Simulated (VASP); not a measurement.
# InAs: single point with PBEsol

Crystal: InAs.

```
CELL_PARAMETERS angstrom
3.04358 3.04358 0.00000
-3.04358 3.04358 0.00000
0.00000 0.00000 5.96541
ATOMIC_POSITIONS crystal
In 0.50000 0.00000 0.25000
In 0.00000 0.50000 0.75000
As 0.00000 0.00000 0.00000
As 0.50000 0.50000 0.50000
```

This cell differs from its parent crystal: strain along c alone, the other axes held: -2.0 %.

```
Program             : VASP 6.6.1
Task                : single point
Functional          : PBEsol
Potentials or basis : VASP PAW PBE potentials, release 64 (In_d, As)
Cutoff              : 520 eV
k mesh              : 12 × 12 × 10
Occupations         : gaussian, width 0.1 eV
Spin                : no spin polarisation
```

```json
{"Pressure": "1.3 GPa"}
```

Stress tensor (GPa, compression positive):
```
1.05 0.00 0.00
0.00 1.05 0.00
0.00 0.00 1.70
```

Levels at points of the mesh, in eV from the Fermi level:
| k point | band 16 | band 17 | band 18 | band 19 | band 20 | band 21 |
| --- | --- | --- | --- | --- | --- | --- |
| (0.00, 0.00, 0.00) | -0.36 | -0.11 | -0.11 | -0.01 | 1.30 | 1.79 |
| (0.50, 0.00, 0.00) | -2.88 | -1.20 | -1.20 | 2.39 | 2.39 | 4.83 |
| (0.50, 0.50, 0.00) | -2.39 | -2.38 | -2.38 | 1.40 | 1.40 | 1.97 |
| (0.00, 0.00, 0.50) | -1.57 | -1.57 | -1.57 | 2.02 | 2.02 | 2.67 |
| (0.50, 0.00, 0.50) | -1.14 | -1.01 | -1.01 | 0.80 | 0.80 | 4.48 |
| (0.50, 0.50, 0.50) | -3.06 | -2.99 | -2.99 | 4.22 | 4.22 | 4.23 |

Wall time 2.9 min on 1 thread of Intel(R) Xeon(R) 6975P-C (Granite Rapids) (shared host), peak memory 0.52 GiB.

Caveat: the cell differs from its parent crystal (strain along c alone, the other axes held: -2.0 %); the PAW data sets were made with another functional, which shifts forces and pressure a little; spin-orbit coupling is left out, which moves the levels of the heavy elements.
